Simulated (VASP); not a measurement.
**SnC2S2N2: single point with PBE**

SnC2S2N2:

```
Sn N S C
1.0
     5.74447    0.00000    0.00000
    -0.29003    4.98465    0.00000
     1.91402    1.35578   10.11735
Sn N S C
2 4 4 4
Direct
  0.18620 0.17120 0.25620
  0.81380 0.82880 0.74380
  0.77500 0.08300 0.90700
  0.22500 0.91700 0.09300
  0.41300 0.86300 0.34800
  0.58700 0.13700 0.65200
  0.86020 0.73480 0.40420
  0.13980 0.26520 0.59580
  0.71590 0.37730 0.12450
  0.28410 0.62270 0.87550
  0.59700 0.81400 0.37100
  0.40300 0.18600 0.62900
  0.74700 0.20300 0.99900
  0.25300 0.79700 0.00100
```

* Program: VASP 6.6.1
* Task: single point
* Functional: PBE
* Potentials or basis: VASP PAW PBE potentials, release 64 (Sn_d, N, S, C)
* Cutoff: 520 eV
* k mesh: 3 × 4 × 2
* Occupations: fermi-dirac, width 0.1 eV
* Spin: no spin polarisation

The pressure is 0.6 GPa. The largest force is 3.695 eV/Å and the band gap on the k mesh is 2.72 eV (least direct gap 2.78 eV).

Forces in eV/Å, atoms in the order of the input:
```
Sn   0.013 -0.152 -0.022
Sn  -0.013  0.152  0.022
N   -0.016 -0.287 -0.419
N    0.016  0.287  0.419
N   -2.447  0.496 -0.510
N    2.447 -0.496  0.510
S   -1.077  0.295 -0.245
S    1.077 -0.295  0.245
S   -0.040 -0.475 -0.503
S    0.040  0.475  0.503
C    3.562 -0.669  0.719
C   -3.562  0.669 -0.719
C    0.070  0.677  0.935
C   -0.070 -0.677 -0.935
```

Stress tensor (GPa, compression positive):
```
 1.25 -0.10  0.19
-0.10  0.41 -0.38
 0.19 -0.38  0.16
```

Levels at points of the mesh, in eV from the valence-band top:
```tsv
k point	band 41	band 42	band 43	band 44	band 45	band 46	band 47	band 48
(0.00, 0.00, 0.00)	-0.89	-0.83	-0.74	-0.32	2.97	3.16	3.19	3.72
(0.00, 0.50, 0.00)	-0.92	-0.54	-0.44	-0.33	3.31	3.38	3.53	3.82
(0.00, 0.00, 0.50)	-0.88	-0.72	-0.63	-0.54	2.94	3.02	3.16	3.52
(0.00, 0.50, 0.50)	-0.84	-0.54	-0.48	-0.47	3.31	3.35	3.47	3.83
```

Run time: 2.9 min on 1 thread of AMD EPYC 9R45 96-Core Processor (Zen 5), on a shared host, peak memory 0.47 GiB.

Caveat: spin-orbit coupling is left out, which moves the levels of the heavy elements; an odd mesh through Γ misses points on the zone boundary, where band edges can lie; forces of over 1 eV/Å act on the atoms, so gaps and moduli don't describe the material at rest.
